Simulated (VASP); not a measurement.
# AlCo (rocksalt type) (Fm-3m) in VASP: a series of runs, part 2 of 2

VASP 6.6.1. Earlier steps stand in the parts before.

### 3 Single point, PBE (10.98 Å³/atom)

This run uses another cell than the first one, of 10.98 Å³/atom.

The input, INCAR:

```
PREC     = Accurate       # precision mode
ENCUT    = 520            # plane-wave cutoff, eV
EDIFF    = 1E-6           # SCF threshold, eV
ISMEAR   = -1             # smearing method
SIGMA    = 0.05           # smearing width, eV
LREAL    = F              # projectors in reciprocal space
LASPH    = T              # aspherical terms in the spheres
NELM     = 60             # most SCF steps
ALGO     = Normal         # electronic algorithm
ISIF     = 2              # what is computed and relaxed
LWAVE    = F              # write WAVECAR
LCHARG   = F              # write CHGCAR
GGA      = PE             # functional
NBANDS   = 13             # bands
```

The input, KPOINTS:

```
Automatic mesh
0
Gamma
  15 15 15
```

The input, POSCAR:

```
AlCo
1.0
    0.0000000000      2.2227257503      2.2227257503
    2.2227257503      0.0000000000      2.2227257503
    2.2227257503      2.2227257503      0.0000000000
Co Al
1 1
Direct
    0.0000000000      0.0000000000      0.0000000000
    0.5000000000      0.5000000000      0.5000000000
```

Potentials or basis: VASP PAW PBE potentials, release 64 (Co, Al).

On the command line:

```console
$ cat potpaw_PBE.64/Co/POTCAR potpaw_PBE.64/Al/POTCAR > POTCAR
$ mpirun -np 1 vasp_std > vasp.out
```

OUTCAR:

```text
PREC = Accurate
   ENCUT = 520
   EDIFF = 1E-6
   ISMEAR = -1
   LREAL = F
   LASPH = T
   NELM = 60
   ISIF = 2
   GGA = PE

 ion  position               nearest neighbor table
   1  0.000  0.000  0.000-   2 2.22   2 2.22   2 2.22   2 2.22   2 2.22   2 2.22
   2  0.500  0.500  0.500-   1 2.22   1 2.22   1 2.22   1 2.22   1 2.22   1 2.22

  LATTYP: Found a face centered cubic cell.
 ALAT       =     4.4454515006

  Lattice vectors:

 A1 = (   0.0000000000,   2.2227257503,   2.2227257503)
 A2 = (   2.2227257503,   0.0000000000,   2.2227257503)
 A3 = (   2.2227257503,   2.2227257503,   0.0000000000)

Analysis of symmetry for initial positions (statically):
=====================================================================
 Subroutine PRICEL returns:
 Original cell was already a primitive cell.

 Routine SETGRP: Setting up the symmetry group for a
 face centered cubic supercell.

 Subroutine GETGRP returns: Found 48 space group operations
 (whereof 48 operations were pure point group operations)
 out of a pool of 48 trial point group operations.

The static configuration has the point symmetry O_h .
[... 172 lines left out ...]
      4       9.1827      2.00000
      5       9.4550      2.00000
      6       9.4550      2.00000
      7      20.2395      0.00000
      8      20.2395      0.00000
      9      20.2395      0.00000
     10      23.5142      0.00000
     11      23.7465      0.00000
     12      23.7465      0.00000
     13      23.7465      0.00000
[... 354 lines left out ...]
  band No.  band energies     occupation
      1       0.9144      2.00000
      2       8.7460      2.00000
      3       9.0116      2.00000
      4       9.3403      2.00000
      5       9.4547      2.00000
      6       9.6552      2.00000
      7      17.3180      0.00000
      8      18.0872      0.00000
      9      20.2959      0.00000
     10      21.3139      0.00000
     11      22.2380      0.00000
     12      25.6090      0.00000
     13      25.8552      0.00000

 [... further k-points ...]

------------------------ aborting loop because EDIFF is reached ----------------------------------------

  FORCE on cell =-STRESS in cart. coord.  units (eV):
  Direction    XX          YY          ZZ          XY          YZ          ZX
  --------------------------------------------------------------------------------------
  -------------------------------------------------------------------------------------
  Total        5.8562199      5.8562199      5.8562199      0.0000000      0.0000000     -0.0000000
  in kB      427.2089299    427.2089299    427.2089299      0.0000000      0.0000000     -0.0000000
  external PRESSURE =     427.2089299 kB  Pullay stress =       0.0000000 kB

 VOLUME and BASIS-vectors are now :
 -----------------------------------------------------------------------------
  energy-cutoff  :      520.00
  volume of cell :       21.96
      direct lattice vectors                 reciprocal lattice vectors
     0.000000000  2.222725750  2.222725750    -0.224949029  0.224949029  0.224949029
     2.222725750  0.000000000  2.222725750     0.224949029 -0.224949029  0.224949029
     2.222725750  2.222725750  0.000000000     0.224949029  0.224949029 -0.224949029

 POSITION                                       TOTAL-FORCE (eV/Angst)
 -----------------------------------------------------------------------------------
      0.00000      0.00000      0.00000        -0.000000      0.000000     -0.000000
      2.22273      2.22273      2.22273         0.000000     -0.000000      0.000000
 -----------------------------------------------------------------------------------
    total drift:                                0.000000     -0.000000     -0.000000

  FREE ENERGIE OF THE ION-ELECTRON SYSTEM (eV)
  ---------------------------------------------------
  free  energy   TOTEN  =        -9.7339286569 eV

  energy  without entropy=       -9.7262458744  energy(sigma->0) =       -9.73008727
```

stdout:

```text
POSCAR found type information on POSCAR CoAl
 POSCAR found :  2 types and       2 ions
 scaLAPACK will be used
 LDA part: xc-table for (Slater+PW92), standard interpolation
 POSCAR, INCAR and KPOINTS ok, starting setup
 FFT: planning ... GRIDC
 FFT: planning ... GRID_SOFT
 FFT: planning ... GRID
 WAVECAR not read
 entering main loop
```

It took 49 s on 1 thread of Intel Xeon 8259CL, shared host; peak memory 0.16 GiB.

What came out:

```
Free energy            : -9.7339 eV
Pressure               : 42.7 GPa
Band gap on the k mesh : zero (bands 6 and 7 overlap by 0.12 eV)
```

Levels at points of the mesh, in eV from the Fermi level:
```tsv
k point	band 2	band 3	band 4	band 5	band 6	band 7	band 8	band 9	band 10	band 11
(0.00, 0.00, 0.00)	-2.12	-2.12	-2.12	-1.85	-1.85	8.94	8.94	8.94	12.21	12.44
```

Caveat: the cell stands under pressure; the run has no spin polarisation, though such a crystal can be magnetic. Spin polarisation is off, so any magnetic state and its effect on volume and gap are missing.

### 4 Single point, PBE (12.08 Å³/atom)

This run uses another cell than the first one, of 12.08 Å³/atom.

The input, INCAR:

```
ALGO = Normal
EDIFF = 1E-6
ENCUT = 520
GGA = PE
ISIF = 2
ISMEAR = -1
LASPH = T
LCHARG = F
LREAL = F
LWAVE = F
NBANDS = 13
NELM = 100
PREC = Accurate
SIGMA = 0.05
```

The input, KPOINTS:

```
k-points
0
Gamma
  15 15 15
```

The input, POSCAR:

```
AlCo
1.0
    0.0000000000      2.2944755942      2.2944755942
    2.2944755942      0.0000000000      2.2944755942
    2.2944755942      2.2944755942      0.0000000000
Co Al
1 1
Direct
    0.0000000000      0.0000000000      0.0000000000
    0.5000000000      0.5000000000      0.5000000000
```

On the command line:

```console
$ cat potpaw_PBE.64/Co/POTCAR potpaw_PBE.64/Al/POTCAR > POTCAR
$ mpirun -np 1 vasp_std > vasp.out
```

It took 46 s on 1 thread of Intel Xeon 8259CL, shared host; peak memory 0.17 GiB.

The run converged. Its results:

```yaml
Free_energy: -10.1534 eV
Pressure: 20.0 GPa
Band_gap_on_the_k_mesh: zero (bands 6 and 7 overlap by 0.09 eV)
```

Levels at points of the mesh, in eV from the Fermi level:
```
           k point  band 2  band 3  band 4  band 5  band 6  band 7  band 8  band 9  band 10  band 11
(0.00, 0.00, 0.00)   -1.78   -1.78   -1.78   -1.57   -1.57    8.19    8.19    8.19    11.88    11.88
```

Caveat: the cell stands under pressure; the run has no spin polarisation, though such a crystal can be magnetic. Spin polarisation is off, so any magnetic state and its effect on volume and gap are missing.

### 5 Single point, PBE (12.90 Å³/atom)

This run uses another cell than the first one, of 12.90 Å³/atom.

The input, INCAR:

```
SYSTEM = AlCo
PREC = Accurate ; ENCUT = 520
EDIFF = 1E-7 ; ISMEAR = -1
SIGMA = 0.05 ; LREAL = .FALSE.
LASPH = .TRUE. ; NELM = 60
ALGO = Normal ; ISIF = 2
LWAVE = .FALSE. ; LCHARG = .FALSE.
GGA = PE ; NBANDS = 13
```

The input, KPOINTS:

```
regular mesh
0
G
  15 15 15
  0 0 0
```

The input, POSCAR:

```
AlCo
1.0
    0.0000000000      2.3454805526      2.3454805526
    2.3454805526      0.0000000000      2.3454805526
    2.3454805526      2.3454805526      0.0000000000
Co Al
1 1
Direct
    0.0000000000      0.0000000000      0.0000000000
    0.5000000000      0.5000000000      0.5000000000
```

Potentials or basis: VASP PAW PBE potentials, release 64 (Co, Al).

On the command line:

```console
$ cat potpaw_PBE.64/Co/POTCAR potpaw_PBE.64/Al/POTCAR > POTCAR
$ mpirun -np 1 vasp_std > vasp.out
```

OUTCAR:

```text
SYSTEM = AlCo
   PREC = Accurate
   ENCUT = 520
   EDIFF = 1E-7
   ISMEAR = -1
   LREAL = .FALSE.
   LASPH = .TRUE.
   NELM = 60
   ISIF = 2
   GGA = PE

 ion  position               nearest neighbor table
   1  0.000  0.000  0.000-   2 2.35   2 2.35   2 2.35   2 2.35   2 2.35   2 2.35
   2  0.500  0.500  0.500-   1 2.35   1 2.35   1 2.35   1 2.35   1 2.35   1 2.35

  LATTYP: Found a face centered cubic cell.
 ALAT       =     4.6909611052

  Lattice vectors:

[... 569 lines left out ...]
 [... further k-points ...]

------------------------ aborting loop because EDIFF is reached ----------------------------------------

  FORCE on cell =-STRESS in cart. coord.  units (eV):
  Direction    XX          YY          ZZ          XY          YZ          ZX
  --------------------------------------------------------------------------------------
  -------------------------------------------------------------------------------------
  Total        1.3574674      1.3574674      1.3574674     -0.0000000     -0.0000000      0.0000000
  in kB       84.2780533     84.2780533     84.2780533     -0.0000000     -0.0000000      0.0000000
  external PRESSURE =      84.2780533 kB  Pullay stress =       0.0000000 kB

 VOLUME and BASIS-vectors are now :
 -----------------------------------------------------------------------------
  energy-cutoff  :      520.00
  volume of cell :       25.81
      direct lattice vectors                 reciprocal lattice vectors
     0.000000000  2.345480553  2.345480553    -0.213175931  0.213175931  0.213175931
     2.345480553  0.000000000  2.345480553     0.213175931 -0.213175931  0.213175931
     2.345480553  2.345480553  0.000000000     0.213175931  0.213175931 -0.213175931

 POSITION                                       TOTAL-FORCE (eV/Angst)
 -----------------------------------------------------------------------------------
      0.00000      0.00000      0.00000         0.000000     -0.000000      0.000000
      2.34548      2.34548      2.34548        -0.000000      0.000000     -0.000000
 -----------------------------------------------------------------------------------
    total drift:                               -0.000000     -0.000000      0.000000

  FREE ENERGIE OF THE ION-ELECTRON SYSTEM (eV)
  ---------------------------------------------------
  free  energy   TOTEN  =       -10.2969225839 eV

  energy  without entropy=      -10.2860147571  energy(sigma->0) =      -10.29146867
```

OSZICAR:

```text
N       E                     dE             d eps       ncg     rms          rms(c)
DAV:   1     0.369968518106E+02    0.36997E+02   -0.51617E+03  3176   0.946E+02
DAV:   2    -0.944159579998E+01   -0.46438E+02   -0.42450E+02  3310   0.167E+02
DAV:   3    -0.110654374773E+02   -0.16238E+01   -0.16080E+01  3868   0.359E+01
DAV:   4    -0.110923126318E+02   -0.26875E-01   -0.26867E-01  3858   0.416E+00
DAV:   5    -0.110930809511E+02   -0.76832E-03   -0.76830E-03  3925   0.713E-01    0.918E+00
DAV:   6    -0.129483054430E+02   -0.18552E+01   -0.33861E+01  3700   0.714E+01    0.128E+01
DAV:   7    -0.103012276916E+02    0.26471E+01   -0.14613E+01  3780   0.478E+01    0.105E+00
DAV:   8    -0.103017770763E+02   -0.54938E-03   -0.10614E-01  3710   0.251E+00    0.765E-01
DAV:   9    -0.102970086582E+02    0.47684E-02   -0.17074E-02  4210   0.138E+00    0.121E-01
DAV:  10    -0.102969254926E+02    0.83166E-04   -0.50524E-04  4710   0.257E-01    0.569E-02
DAV:  11    -0.102969221123E+02    0.33803E-05   -0.20516E-05  4797   0.400E-02    0.591E-03
DAV:  12    -0.102969224994E+02   -0.38704E-06   -0.38555E-07  3630   0.458E-03    0.365E-03
DAV:  13    -0.102969225839E+02   -0.84470E-07   -0.66800E-08  2050   0.294E-03
   1 F= -.10296923E+02 E0= -.10291469E+02  d E =-.109078E-01
```

It took 1.7 min on 1 thread of Intel Xeon 8259CL, shared host; peak memory 0.19 GiB.

Results:

```yaml
Free_energy: -10.2969 eV
Pressure: 8.4 GPa
Band_gap_on_the_k_mesh: zero (bands 6 and 7 overlap by 0.09 eV)
```

Caveat: the cell stands under pressure; the run has no spin polarisation, though such a crystal can be magnetic.

### 6 Summary

```csv
cell,gap on the mesh (eV),pressure (GPa)
"a = 3.035 Å, angles 60.0°, 2 atoms",none,78.1
"a = 3.143 Å, angles 60.0°, 2 atoms",none,42.7
"a = 3.245 Å, angles 60.0°, 2 atoms",none,20.0
"a = 3.317 Å, angles 60.0°, 2 atoms",none,8.4
```

Alike in all rows: task single point; level PBE; potentials or basis VASP PAW PBE potentials, release 64 (Co, Al); no spin polarisation; k mesh 15 × 15 × 15; cutoff (eV) 520; smearing fermi-dirac 0.05 eV.

Caveats: the cell stands under pressure; the run has no spin polarisation, though such a crystal can be magnetic.

Absolute energies hang on the potentials; compare differences alone.
